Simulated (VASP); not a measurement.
# Mg (I4/mmm) in VASP: a series of runs, part 2 of 2

VASP 6.6.1. Earlier steps stand in the parts before.

## Step 3: Single point, PBEsol+D3(BJ)

INCAR reads:

```
SYSTEM = Mg
PREC     = Accurate       ! precision mode
ENCUT    = 600            ! plane-wave cutoff, eV
EDIFF    = 1E-6           ! SCF threshold, eV
ISMEAR   = 1              ! smearing method
SIGMA    = 0.1            ! smearing width, eV
LREAL    = .False.        ! projectors in reciprocal space
LASPH    = .True.         ! aspherical terms in the spheres
NELM     = 120            ! most SCF steps
ALGO     = Normal         ! electronic algorithm
ISIF     = 2              ! what is computed and relaxed
LWAVE    = .False.        ! write WAVECAR
LCHARG   = .False.        ! write CHGCAR
GGA      = PS             ! functional
IVDW     = 12             ! dispersion correction
NBANDS   = 7              ! bands
GGA_COMPAT= .False.
```

KPOINTS reads:

```
Automatic mesh
0
Gamma
  13 13 13
  0 0 0
```

POSCAR reads:

```
Mg
1.0
   -1.8359920000      1.8359920000      1.6794040000
    1.8359920000     -1.8359920000      1.6794040000
    1.8359920000      1.8359920000     -1.6794040000
Mg
1
Direct
    0.0000000000      0.0000000000      0.0000000000
```

Potentials or basis: VASP PAW PBE potentials, release 64 (Mg).

Command:

```sh
> cat potpaw_PBE.64/Mg/POTCAR > POTCAR
> mpirun -np 1 vasp_std > vasp.out
```

OUTCAR:

```text
SYSTEM = Mg
   PREC = Accurate
   ENCUT = 600
   EDIFF = 1E-6
   ISMEAR = 1
   LREAL = .False.
   LASPH = .True.
   NELM = 120
   ISIF = 2
   GGA = PS
   IVDW = 12
 IVDW          = 12

 ion  position               nearest neighbor table
   1  0.000  0.000  0.000-

  LATTYP: Found a body centered tetragonal cell.
 ALAT       =     3.6719840000
 C/A-ratio  =     0.9147120467

  Lattice vectors:

 A1 = (  -1.8359920000,   1.8359920000,   1.6794040000)
 A2 = (   1.8359920000,  -1.8359920000,   1.6794040000)
[... 423 lines left out ...]

------------------------ aborting loop because EDIFF is reached ----------------------------------------

 Edisp (eV)   -0.26494

 E8    (eV) :    -0.1756

  FORCE on cell =-STRESS in cart. coord.  units (eV):
  Direction    XX          YY          ZZ          XY          YZ          ZX
  --------------------------------------------------------------------------------------
  -------------------------------------------------------------------------------------
  Total      -0.33455    -0.33455    -0.25539     0.00000     0.00000     0.00000
  in kB     -23.67124   -23.67124   -18.06966     0.00000     0.00000     0.00000
  external pressure =      -21.80 kB  Pullay stress =        0.00 kB

 VOLUME and BASIS-vectors are now :
 -----------------------------------------------------------------------------
  energy-cutoff  :      600.00
  volume of cell :       22.64
      direct lattice vectors                 reciprocal lattice vectors
    -1.835992000  1.835992000  1.679404000     0.000000000  0.272332341  0.297724669
     1.835992000 -1.835992000  1.679404000     0.272332341  0.000000000  0.297724669
     1.835992000  1.835992000 -1.679404000     0.272332341  0.272332341  0.000000000

 POSITION                                       TOTAL-FORCE (eV/Angst)
 -----------------------------------------------------------------------------------
      0.00000      0.00000      0.00000        -0.000000     -0.000000      0.000000
 -----------------------------------------------------------------------------------
    total drift:                               -0.000000     -0.000000      0.000000

  FREE ENERGIE OF THE ION-ELECTRON SYSTEM (eV)
  ---------------------------------------------------
  free  energy   TOTEN  =        -1.9619440025 eV

  energy  without entropy=       -1.9622374538  energy(sigma->0) =       -1.96204182
```

OSZICAR:

```text
N       E                     dE             d eps       ncg     rms          rms(c)
DAV:   1    -0.945262314681E+00   -0.94526E+00   -0.84147E+02  2912   0.221E+02
DAV:   2    -0.170560873970E+01   -0.76035E+00   -0.74671E+00  3703   0.120E+01
DAV:   3    -0.170832826327E+01   -0.27195E-02   -0.27189E-02  3465   0.824E-01
DAV:   4    -0.170833509011E+01   -0.68268E-05   -0.68269E-05  3948   0.282E-02
DAV:   5    -0.170833512650E+01   -0.36399E-07   -0.36363E-07  3451   0.122E-03    0.678E-01
DAV:   6    -0.170230678910E+01    0.60283E-02   -0.36088E-04  3087   0.107E-01    0.431E-01
DAV:   7    -0.169699688312E+01    0.53099E-02   -0.15483E-03  2968   0.198E-01    0.228E-02
DAV:   8    -0.169700132092E+01   -0.44378E-05   -0.11775E-05  4032   0.206E-02    0.519E-03
DAV:   9    -0.169700139145E+01   -0.70530E-07   -0.52087E-07  2926   0.277E-03
   1 F= -.19619440E+01 E0= -.19620418E+01  d E =0.293451E-03
```

stdout:

```text
POSCAR found type information on POSCAR Mg
 POSCAR found :  1 types and       1 ions
 scaLAPACK will be used
 -----------------------------------------------------------------------------
|                                                                             |
|                                                                             |
|     You enforced a specific xc type in the INCAR file but a different       |
|     I HOPE YOU KNOW WHAT YOU ARE DOING!                                     |
|                                                                             |
 -----------------------------------------------------------------------------

 LDA part: xc-table for (Slater+PW92), standard interpolation
 POSCAR, INCAR and KPOINTS ok, starting setup
 FFT: planning ... GRIDC
 FFT: planning ... GRID_SOFT
 FFT: planning ... GRID
 WAVECAR not read
 entering main loop
```

It took 25 s on 1 thread of Intel Xeon Platinum 8259CL at 2.50GHz (Skylake/Cascade Lake), shared host; peak memory 0.19 GiB.

Results:

| Property | Result |
| --- | --- |
| Free energy | -1.9619 eV |
| Pressure | -2.2 GPa |
| Band gap on the k mesh | zero (bands 1 and 2 overlap by 4.50 eV) |
| Dispersion energy per atom | -0.265 eV |

Caveat: the PAW data sets were made with another functional, which shifts forces and pressure a little.
